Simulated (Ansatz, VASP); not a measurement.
Two plane-wave programs on Ge

Contents of INCAR:

```
SYSTEM = Ge
PREC     = Accurate       ! precision mode
ENCUT    = 600            ! plane-wave cutoff, eV
EDIFF    = 1E-6           ! SCF threshold, eV
ISMEAR   = 0              ! smearing method
SIGMA    = 0.1            ! smearing width, eV
LREAL    = .False.        ! projectors in reciprocal space
LASPH    = .True.         ! aspherical terms in the spheres
NELM     = 60             ! most SCF steps
ALGO     = Normal         ! electronic algorithm
ISIF     = 3              ! what is computed and relaxed
LWAVE    = .False.        ! write WAVECAR
LCHARG   = .False.        ! write CHGCAR
GGA      = PE             ! functional
IBRION   = 2              ! ionic algorithm
NSW      = 90             ! ionic steps
EDIFFG   = -0.04          ! ionic threshold
```

KPOINTS

```
regular mesh
0
Gamma
  6 6 2
  0 0 0
```

File POSCAR:

```
Ge
1.0
    2.9962801600     -1.9803119734      0.0000000000
    2.9962801600      1.9803119734      0.0000000000
    0.0000000000      0.0000000000      8.0781860689
Ge
4
Direct
    0.8500000000      0.1500000000      0.1170000000
    0.6500000000      0.3500000000      0.6170000000
    0.1500000000      0.8500000000      0.8830000000
    0.3500000000      0.6500000000      0.3830000000
```

Input for Ansatz:

```yaml
crystal:
  lattice:
    - [2.99628016, -1.9803119734, 0.0]
    - [2.99628016, 1.9803119734, 0.0]
    - [0.0, 0.0, 8.0781860689]
  atoms:
    - { symbol: Ge, position: [0.85, 0.15, 0.117] }
    - { symbol: Ge, position: [0.65, 0.35, 0.617] }
    - { symbol: Ge, position: [0.15, 0.85, 0.883] }
    - { symbol: Ge, position: [0.35, 0.65, 0.383] }
basis:
  ecutwfc: 420
kpoints:
  mp_grid: { grid: [6, 6, 2] }
hamiltonian:
  xc: pbe
scf:
  occupations: { method: gaussian, width: 0.1 }
  lower_state_search: "off"
output:
  forces: true
  stress: true
  eigenvalues: true
relax:
  adjacent_minimum: "off"
  f_tol: 0.04
  max_steps: 70
  cell: { stress_tol: 0.4 }
```

Alike in both runs: task relaxation of cell and atoms; functional PBE; k mesh 6 × 6 × 2; occupations gaussian, width 0.1 eV; no spin polarisation.

|  | VASP | Ansatz |
| --- | --- | --- |
| version | VASP 6.6.1 | Ansatz 0.2.0 |
| potentials or method | VASP PAW PBE potentials, release 64 (Ge_d), cutoff 600 eV | scalar-relativistic, plane waves, PAW |
| valence electrons in the cell | 56 | 56 |

```tsv
	VASP	Ansatz	Ansatz less VASP
gap on the k mesh at the Fermi level, each at its own relaxed structure (eV)	none	none	-
relaxed volume (Å³/atom)	19.40	19.41	+0.010
relaxed length of the cell vector where the two differ most in proportion (Å)	7.805	7.796	-0.0083
```

A gap of «none» marks a metal or a gap that the smearing closes.

The k mesh is coarse, so the values compare programs but aren't converged. Noted on VASP's run: the volume moved by over 15 % at a fixed basis, so the end points are rough.
